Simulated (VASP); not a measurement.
Ga2SbP:

```
CELL_PARAMETERS angstrom
4.09262 0.00000 0.00000
0.00000 4.09262 0.00000
0.00000 0.00000 5.80349
ATOMIC_POSITIONS crystal
P 0.00000 0.00000 0.00000
Ga 0.00000 0.50000 0.77597
Ga 0.50000 0.00000 0.22403
Sb 0.50000 0.50000 0.50000
```

Base run:

| Property | Result |
| --- | --- |
| Program | VASP 6.6.1 |
| Functional | r2SCAN |
| Potentials or basis | VASP PAW PBE potentials, release 64 (P, Ga_d, Sb) |
| Cutoff | 520 eV |
| k mesh | 6 × 6 × 4 |
| Occupations | fermi-dirac, width 0.02 eV |
| Spin | no spin polarisation |

Its results: band gap on the k mesh 0.47 eV; pressure 0.1 GPa; largest force 0.014 eV/Å.

**Question.** The run is repeated on the same cell with these changes: functional from r2SCAN to PBE. What comes out?

**Answer.** Band gap on the k mesh 0.14 eV; pressure 2.2 GPa; largest force 0.070 eV/Å.

Caveats: semilocal functionals underestimate gaps, and a narrow one can read as zero; spin-orbit coupling is left out, which moves the levels of the heavy elements; the PAW data sets were made with another functional, which shifts forces and pressure a little (at least some runs).

A k mesh can miss the band edges.
